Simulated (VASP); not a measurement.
A run of VASP 6.6.1 is set up as follows.

POSCAR

```
Ge
1.0
    0.0000000000      2.9259513404      2.9259513404
    2.9259513404      0.0000000000      2.9259513404
    2.9259513404      2.9259513404      0.0000000000
Ge
2
Direct
    0.0000000000      0.0000000000      0.0000000000
    0.2500000000      0.2500000000      0.2500000000
```

INCAR.step1

```
SYSTEM = Ge
ALGO     = Normal         ! electronic algorithm
EDIFF    = 1E-4           ! SCF threshold, eV
ENCUT    = 520            ! plane-wave cutoff, eV
GGA      = PE             ! functional
ISMEAR   = -1             ! smearing method
LASPH    = .TRUE.         ! aspherical terms in the spheres
LCHARG   = .FALSE.        ! write CHGCAR
LREAL    = .FALSE.        ! projectors in reciprocal space
LWAVE    = .TRUE.         ! write WAVECAR
NBANDS   = 21             ! bands
NELM     = 100            ! most SCF steps
PREC     = Accurate       ! precision mode
SIGMA    = 0.02           ! smearing width, eV
```

The input INCAR.step2:

```
SYSTEM = Ge
ALGO     = Normal         ! electronic algorithm
EDIFF    = 1E-6           ! SCF threshold, eV
ENCUT    = 520            ! plane-wave cutoff, eV
ISIF     = 2              ! what is computed and relaxed
ISMEAR   = -1             ! smearing method
ISTART   = 1            
LASPH    = .TRUE.         ! aspherical terms in the spheres
LCHARG   = .FALSE.        ! write CHGCAR
LMIXTAU  = .TRUE.       
LREAL    = .FALSE.        ! projectors in reciprocal space
LWAVE    = .FALSE.        ! write WAVECAR
METAGGA  = R2SCAN         ! meta-GGA
NBANDS   = 21             ! bands
NELM     = 100            ! most SCF steps
PREC     = Accurate       ! precision mode
SIGMA    = 0.02           ! smearing width, eV
```

Contents of KPOINTS:

```
k-points
0
G
  8 8 8
  0 0 0
```

Potentials or basis: VASP PAW PBE potentials, release 64 (Ge_d).

Command:

```console
$ cat potpaw_PBE.64/Ge_d/POTCAR > POTCAR
$ cp INCAR.step1 INCAR
$ mpirun -np 1 vasp_std > vasp.out
$ cp INCAR.step2 INCAR
$ mpirun -np 1 vasp_std > vasp.out
```

Problem. Estimate the pressure.

Solution. -5.2 GPa.

Problem. What does it give for the band gap on the k mesh?

Solution. Zero (filled and empty bands touch).

Caveat: the cell differs from its parent crystal (strain +3.1%); the cell stands under tension; semilocal functionals underestimate gaps, so a narrow gap can read as zero; the PAW data sets were made with another functional, which shifts forces and pressure a little.
